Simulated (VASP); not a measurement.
A run of VASP 6.6.1:

The input INCAR:

```
PREC = Accurate
ENCUT = 520
EDIFF = 1E-7
ISMEAR = 0
SIGMA = 0.1
LREAL = False
LASPH = True
NELM = 100
ALGO = Normal
ISIF = 2
LWAVE = False
LCHARG = False
GGA = PE
IVDW = 12
NBANDS = 16
```

File KPOINTS:

```
regular mesh
0
Gamma
  18 18 6
```

The input POSCAR:

```
C
1.0
    2.4699988104      0.0000000000      0.0000000000
   -1.2349994052      2.1390817171      0.0000000000
    0.0000000000      0.0000000000      6.7900000000
C
4
Direct
    0.0000000000      0.0000000000      0.0000000000
    0.0000000000      0.0000000000      0.5000000000
    0.3333333333      0.6666666667      0.0050000000
    0.6666666667      0.3333333333      0.5050000000
```

Potentials or basis: VASP PAW PBE potentials, release 64 (C).

Run with:

```sh
$ cat potpaw_PBE.64/C/POTCAR > POTCAR
$ mpirun -np 1 vasp_std > vasp.out
```

Hardware: 1 thread of Intel Xeon 8259CL (shared host).

Problem. How long does it take, and how much memory?

Solution. Wall time 110 s on 1 thread of Intel Xeon 8259CL (shared host), peak memory 0.19 GiB. Counts: scf iterations 13, k points 148.
